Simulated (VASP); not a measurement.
A run of VASP 6.6.1 is set up as follows.

INCAR

```
ALGO = Normal ; EDIFF = 1E-6
ENCUT = 520 ; GGA = PS
ISIF = 2 ; ISMEAR = 0
IVDW = 12 ; LASPH = True
LCHARG = False ; LREAL = False
LWAVE = False ; NBANDS = 35
NELM = 80 ; PREC = Accurate
SIGMA = 0.05
```

KPOINTS

```
k-points
0
Gamma
  12 12 4
```

Contents of POSCAR:

```
WSe2
1.0
    3.1335421084      0.0000000000      0.0000000000
   -1.5667710542      2.7137270697      0.0000000000
    0.0000000000      0.0000000000     12.4145017028
W Se
2 4
Direct
    0.3333333333      0.6666666667      0.2500000000
    0.6666666667      0.3333333333      0.7500000000
    0.3333333333      0.6666666667      0.6145805872
    0.6666666667      0.3333333333      0.1145805872
    0.3333333333      0.6666666667      0.8854194128
    0.6666666667      0.3333333333      0.3854194128
```

Potentials or basis: VASP PAW PBE potentials, release 64 (W_sv, Se).

Command:

```console
$ cat potpaw_PBE.64/W_sv/POTCAR potpaw_PBE.64/Se/POTCAR > POTCAR
$ mpirun -np 1 vasp_std > vasp.out
```

(1) Predict the pressure.

(2) What does it give for the band gap on the k mesh?

(3) Predict the dispersion energy per atom.

(4) Predict the largest force.

Results:

(1) 11.2 GPa.

(2) 0.73 eV, indirect (least direct gap 1.52 eV).

(3) -0.507 eV.

(4) 0.820 eV/Å.

Caveat: the cell differs from its parent crystal (strain -0.0300 x Voigt [1, 1, 0, 0, 0, 0]); the PAW data sets were made with another functional, which shifts forces and pressure a little; spin-orbit coupling is left out, which moves the levels of the heavy elements.
